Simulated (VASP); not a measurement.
Here is a VASP 6.6.1 calculation.

INCAR

```
PREC = Accurate
ENCUT = 520
EDIFF = 1E-6
ISMEAR = -1
SIGMA = 0.05
LREAL = Auto
LASPH = T
NELM = 80
ALGO = Normal
ISIF = 2
LWAVE = F
LCHARG = F
GGA = PS
NBANDS = 86
```

File KPOINTS:

```
Automatic mesh
0
Gamma
  2 2 1
```

Contents of POSCAR:

```
C
1.0
    3.5538030000      3.5538030000      0.0000000000
   -3.5538030000      3.5538030000      0.0000000000
    0.0000000000      0.0000000000     20.2191550000
C
32
Direct
    0.0064140000      0.0986940000      0.3292630000
    0.9740910000      0.9887510000      0.5217510000
    0.4923590000      0.3952190000      0.3358610000
    0.5153960000      0.5185010000      0.5244670000
    0.2520640000      0.0012880000      0.3842170000
    0.2882240000      0.0077510000      0.5719570000
    0.7548190000      0.5179330000      0.3938250000
    0.7554040000      0.5159590000      0.5630800000
    0.9999680000      0.4021520000      0.3642600000
    0.0226730000      0.4852740000      0.5269350000
    0.5094430000      0.0647020000      0.3606090000
    0.5118240000      0.0081580000      0.5185160000
    0.2649560000      0.5066180000      0.3881540000
    0.2472140000      0.4766420000      0.5630760000
    0.7511810000      0.0022210000      0.3891350000
    0.7380020000      0.0172200000      0.5620950000
    0.2738280000      0.7614470000      0.4266270000
    0.2490930000      0.7452680000      0.6159610000
    0.7373890000      0.2313690000      0.4314190000
    0.7638040000      0.2500280000      0.6143740000
    0.0329900000      0.2710530000      0.4827640000
    0.9960510000      0.3211350000      0.6707520000
    0.4921410000      0.7655000000      0.4766130000
    0.5114580000      0.6415560000      0.6716560000
    0.2438230000      0.2393180000      0.4378990000
    0.2621400000      0.2341060000      0.6084180000
    0.7702300000      0.7659730000      0.4300380000
    0.7526640000      0.7542410000      0.6068580000
    0.9974270000      0.7538790000      0.4853290000
    0.0007870000      0.6527940000      0.6384510000
    0.5087340000      0.2290620000      0.4791290000
    0.5035690000      0.4065570000      0.6335460000
```

Potentials or basis: VASP PAW PBE potentials, release 64 (C).

Launch:

```console
$ cat potpaw_PBE.64/C/POTCAR > POTCAR
$ mpirun -np 1 vasp_std > vasp.out
```

(1) What does it give for the largest force?

## Answers

(1) 9.555 eV/Å.

Caveat: the k points lie up to 0.63 Å⁻¹ apart; the PAW data sets were made with another functional, which shifts forces and pressure a little.
